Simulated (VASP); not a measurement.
# MoS2 (R3m) in VASP: a series of runs, part 3 of 3

VASP 6.6.1. The steps go on from the part before.

**5. Electric field gradients, PBEsol (equal xx and yy strain of -2 %)**

INCAR reads:

```
PREC = Accurate
ENCUT = 520
EDIFF = 1E-8
ISMEAR = -1
SIGMA = 0.05
LREAL = F
LASPH = T
NELM = 100
ALGO = Normal
ISIF = 2
LWAVE = F
LCHARG = F
GGA = PS
LEFG = T
NBANDS = 20
```

KPOINTS reads:

```
regular mesh
0
Gamma
  13 13 13
```

POSCAR reads:

```
MoS2
1.0
    1.5498703497      0.8948180636      6.1233300000
   -1.5498703497      0.8948180636      6.1233300000
    0.0000000000     -1.7896361271      6.1233300000
Mo S
1 2
Direct
    0.0000000000      0.0000000000      0.0000000000
    0.7484000000      0.7484000000      0.7484000000
    0.5849000000      0.5849000000      0.5849000000
```

Potentials or basis: VASP PAW PBE potentials, release 64 (Mo_sv, S).

Command:

```sh
$ cat potpaw_PBE.64/Mo_sv/POTCAR potpaw_PBE.64/S/POTCAR > POTCAR
$ mpirun -np 1 vasp_std > vasp.out
```

OUTCAR:

```text
PREC = Accurate
   ENCUT = 520
   EDIFF = 1E-8
   ISMEAR = -1
   LREAL = F
   LASPH = T
   NELM = 100
   ISIF = 2
   GGA = PS

 ion  position               nearest neighbor table
   1  0.000  0.000  0.000-   2 2.34   2 2.34   2 2.34   3 2.34   3 2.34   3 2.34
   2  0.748  0.748  0.748-   1 2.34   1 2.34   1 2.34
   3  0.585  0.585  0.585-   1 2.34   1 2.34   1 2.34

  LATTYP: Found a trigonal (rhomboedric) cell.
 ALAT       =     6.3794958858
 COS(alpha) =     0.8819548870

  Lattice vectors:

 A1 = (   1.5498703497,   0.8948180636,   6.1233300000)
 A2 = (  -1.5498703497,   0.8948180636,   6.1233300000)
 A3 = (   0.0000000000,  -1.7896361271,   6.1233300000)

Analysis of symmetry for initial positions (statically):
=====================================================================
 Subroutine PRICEL returns:
 Original cell was already a primitive cell.

 Routine SETGRP: Setting up the symmetry group for a
 trigonal (rhombohedral) supercell.

 Subroutine GETGRP returns: Found  6 space group operations
 (whereof  6 operations were pure point group operations)
 out of a pool of 12 trial point group operations.

The static configuration has the point symmetry C_3v.

Analysis of symmetry for dynamics (positions and initial velocities):
=====================================================================
 Subroutine PRICEL returns:
 Original cell was already a primitive cell.

 Routine SETGRP: Setting up the symmetry group for a
 trigonal (rhombohedral) supercell.

 Subroutine GETGRP returns: Found  6 space group operations
 (whereof  6 operations were pure point group operations)
 out of a pool of 12 trial point group operations.

The dynamic configuration has the point symmetry C_3v.

 Subroutine INISYM returns: Found  6 space group operations
 (whereof  6 operations are pure point group operations),
 and found     1 'primitive' translations

----------------------------------------------------------------------------------------

                                     Primitive cell

  volume of cell :      50.9529

  direct lattice vectors                    reciprocal lattice vectors
     1.549870350  0.894818064  6.123330000     0.322607630  0.186257602  0.054436611
    -1.549870350  0.894818064  6.123330000    -0.322607630  0.186257602  0.054436611
     0.000000000 -1.789636127  6.123330000     0.000000000 -0.372515204  0.054436611

  length of vectors
     6.379495886  6.379495886  6.379495886     0.376471674  0.376471674  0.376471674

  position of ions in fractional coordinates (direct lattice)
     0.000000000  0.000000000  0.000000000
     0.748400000  0.748400000  0.748400000
     0.584900000  0.584900000  0.584900000

  ion indices of the primitive-cell ions
   primitive index   ion index
                 1           1
                 2           2
                 3           3

----------------------------------------------------------------------------------------

[... 72 lines left out ...]
   NSW    =      0    number of steps for IOM
   IBRION =     -1    ionic relax: 0-MD 1-quasi-New 2-CG
   NFREE  =      0    steps in history (QN), initial steepest desc. (CG)
   ISIF   =      2    stress and relaxation
   ISYM   =      2    0-nonsym 1-usesym 2-fastsym
   POTIM  = 0.5000    time-step for ionic-motion
   TEBEG  =    0.0;   TEEND  =   0.0 temperature during run
   PSTRESS=    0.0 pullay stress
   NELECT =      26.0000    total number of electrons
   NUPDOWN=      -1.0000    fix difference up-down
   EMIN   =  10.00;   EMAX   =-10.00  energy-range for DOS
   EFERMI =   0.00;   METHOD = LEGACY
   ISMEAR =    -1;   SIGMA  =   0.05  broadening in eV -4-tet -1-fermi 0-gaus
   EFERMI_NEDOS =   21; number of points for ismear=-14 and -15
   IALGO  =     38    algorithm
   IMIX   =      4    mixing-type and parameters
     AMIX     =   0.40;   BMIX     =  1.00
     AMIX_MAG =   1.60;   BMIX_MAG =  1.00
  volume/ion in A,a.u.               =      16.98       114.62
  Fermi-wavevector in a.u.,A,eV,Ry     =   1.308206  2.472152 23.285065  1.711404
  Thomas-Fermi vector in A             =   2.438889
   LORBIT       =      0    0 simple, 1 ext, 2 COOP (PROOUT), +10 PAW based schemes
   GGA     = PS    functional components
   LHFCALC =     F    Hartree Fock is set to
   AEXX    =    0.0000 exact exchange contribution
   IVDW    =     0    specifies the selected vdW correction
   LEPSILON=     F    determine dielectric tensor
   LRPA    =     F    only Hartree local field effects (RPA)
 non-spin polarized calculation
  energy-cutoff  :      520.00
  volume of cell :       50.95
 maximum number of plane-waves:      1384
   NGX = 23   NGY = 23   NGZ = 23

 number of electron      26.0000001 magnetization

 Free energy of the ion-electron system (eV)
  ---------------------------------------------------
  ext. energy  EPLUGINS =         0.00000000
  ---------------------------------------------------
  free energy    TOTEN  =       -23.32333894 eV

  energy without entropy =      -23.32333820  energy(sigma->0) =      -23.32333857

 E-fermi :   8.5823     XC(G=0): -11.1692

 val. band max:        8.1604136789   @ k =   0.4615   0.4615   0.4615
 cond. band min:       9.1535981958   @ k =  -0.2308   0.1538  -0.0000
 fundamental gap:      0.9931845169
 Fermi energy:         8.5823191386

 k-point     1 :       0.0000    0.0000    0.0000
  band No.  band energies     occupation
      1     -53.2904      2.00000
      2     -27.5638      2.00000
      3     -27.2533      2.00000
      4     -27.2533      2.00000
      5      -7.3661      2.00000
      6      -5.4498      2.00000
[... 541 lines left out ...]
     19      16.1218      0.00000
     20      16.7947      0.00000

 [... further k-points ...]
[... 5 lines left out ...]
  --------------------------------------------------------------------------------------
  -------------------------------------------------------------------------------------
  Total        3.0964760      3.0964760      4.6922012      0.0000000      0.0000000      0.0000000
  in kB       97.3664365     97.3664365    147.5428546      0.0000000      0.0000000      0.0000000
  external PRESSURE =     114.0919092 kB  Pullay stress =       0.0000000 kB

 VOLUME and BASIS-vectors are now :
 -----------------------------------------------------------------------------
  energy-cutoff  :      520.00
  volume of cell :       50.95
      direct lattice vectors                 reciprocal lattice vectors
     1.549870350  0.894818064  6.123330000     0.322607630  0.186257602  0.054436611
    -1.549870350  0.894818064  6.123330000    -0.322607630  0.186257602  0.054436611
     0.000000000 -1.789636127  6.123330000     0.000000000 -0.372515204  0.054436611

 POSITION                                       TOTAL-FORCE (eV/Angst)
 -----------------------------------------------------------------------------------
      0.00000      0.00000      0.00000         0.000000     -0.000000     -0.003306
      0.00000      0.00000     13.74810         0.000000      0.000000      1.525240
      0.00000      0.00000     10.74461         0.000000     -0.000000     -1.521934
 -----------------------------------------------------------------------------------
    total drift:                                0.000000      0.000000      0.000008

  FREE ENERGIE OF THE ION-ELECTRON SYSTEM (eV)
  ---------------------------------------------------
  free  energy   TOTEN  =       -23.3233389396 eV

  energy  without entropy=      -23.3233381956  energy(sigma->0) =      -23.32333857

 Electric field gradients (V/A^2)
---------------------------------------------------------------------
 ion       V_xx      V_yy      V_zz      V_xy      V_xz      V_yz
---------------------------------------------------------------------
   1      46.028    46.028   -92.056     0.000    -0.000    -0.000
   2      31.630    31.630   -63.261     0.000    -0.000    -0.000
   3      30.907    30.907   -61.815     0.000     0.000    -0.000
---------------------------------------------------------------------

 Electric field gradients after diagonalization (V/A^2)
 (convention: |V_zz| > |V_xx| > |V_yy|)
----------------------------------------------------------------------
 ion       V_xx      V_yy      V_zz     asymmetry (V_yy - V_xx)/ V_zz
----------------------------------------------------------------------
   1      46.028    46.028   -92.056       0.000
   2      31.630    31.630   -63.261       0.000
   3      30.907    30.907   -61.815       0.000
----------------------------------------------------------------------

           NMR quadrupolar parameters

 Cq : quadrupolar parameter    Cq=e*Q*V_zz/h
 eta: asymmetry parameters     (V_yy - V_xx)/ V_zz
 Q  : nuclear electric quadrupole moment in mb (millibarn)
----------------------------------------------------------------------
 ion       Cq(MHz)       eta       Q (mb)
----------------------------------------------------------------------
   1      -0.223       0.000       1.000
   2      -0.153       0.000       1.000
   3      -0.149       0.000       1.000
----------------------------------------------------------------------
```

OSZICAR:

```text
N       E                     dE             d eps       ncg     rms          rms(c)
DAV:   1     0.184091998106E+03    0.18409E+03   -0.13550E+04  9248   0.124E+03
DAV:   2    -0.173855022726E+02   -0.20148E+03   -0.19581E+03 11264   0.320E+02
DAV:   3    -0.245842940101E+02   -0.71988E+01   -0.71387E+01 11492   0.569E+01
DAV:   4    -0.246632923768E+02   -0.78998E-01   -0.78956E-01 11212   0.635E+00
DAV:   5    -0.246644919470E+02   -0.11996E-02   -0.11995E-02 11644   0.763E-01    0.302E+01
DAV:   6    -0.235813132901E+02    0.10832E+01   -0.74233E+00  9924   0.178E+01    0.999E+00
DAV:   7    -0.234201915504E+02    0.16112E+00   -0.25091E+00  9552   0.958E+00    0.678E+00
DAV:   8    -0.233243436381E+02    0.95848E-01   -0.47281E-01 10400   0.439E+00    0.179E+00
DAV:   9    -0.233243081737E+02    0.35464E-04   -0.18237E-02 10988   0.851E-01    0.696E-01
DAV:  10    -0.233233183946E+02    0.98978E-03   -0.59319E-03 10356   0.525E-01    0.943E-02
DAV:  11    -0.233233470559E+02   -0.28661E-04   -0.49867E-04 10660   0.160E-01    0.718E-02
DAV:  12    -0.233233322856E+02    0.14770E-04   -0.58371E-05 10644   0.491E-02    0.263E-02
DAV:  13    -0.233233389440E+02   -0.66583E-05   -0.77915E-06 10108   0.178E-02    0.407E-03
DAV:  14    -0.233233389314E+02    0.12598E-07   -0.97224E-07 11912   0.535E-03    0.341E-03
DAV:  15    -0.233233389396E+02   -0.82023E-08   -0.89363E-08 10244   0.210E-03
   1 F= -.23323339E+02 E0= -.23323339E+02  d E =-.743987E-06
```

Run time: 13 min. Hardware: 1 thread of AMD EPYC 7R43 (Zen 3), shared host; peak memory 0.43 GiB.

What came out:

- Free energy: -23.3233 eV
- Pressure: 11.4 GPa
- Largest force: 1.525 eV/Å
- Band gap on the k mesh: 0.99 eV, indirect (least direct gap 2.01 eV)

Forces in eV/Å, atoms in the order of the input:
```
Mo   0.000  0.000 -0.003
S    0.000  0.000  1.525
S    0.000  0.000 -1.522
```

Electric field gradients, principal values (V/Å²):
```tsv
atom	least	middle	greatest (by size)
1 Mo	46.028	46.028	-92.056
2 S	31.630	31.630	-63.261
3 S	30.907	30.907	-61.815
```

Caveat: the cell differs from its parent crystal (equal xx and yy strain of -2 %); without QUAD_EFG the Cq values of the log hold for a quadrupole moment of 1 mb, not for the nuclei; the PAW data sets were made with another functional, which shifts forces and pressure a little. A k mesh can miss the band edges.

**6. The runs side by side**

```csv
task,cell,k mesh for the DOS,occupations for the DOS,gap on the mesh (eV),pressure (GPa),largest force (eV/Å)
electric field gradients,"a = 6.390 Å, angles 28.7°, 3 atoms",-,-,0.74,4.2,1.01
density of states,"a = 6.390 Å, angles 28.7°, 3 atoms",20 × 20 × 20,tetrahedron,-,-,-
electric field gradients,"a = 6.379 Å, angles 28.1°, 3 atoms",-,-,0.99,11.4,1.53
```

Alike in all rows: level PBEsol; potentials or basis VASP PAW PBE potentials, release 64 (Mo_sv, S); no spin polarisation; k mesh 13 × 13 × 13; cutoff (eV) 520; smearing fermi-dirac 0.05 eV.

Caveats: the PAW data sets were made with another functional, which shifts forces and pressure a little.

Absolute energies hang on the potentials; compare differences alone.
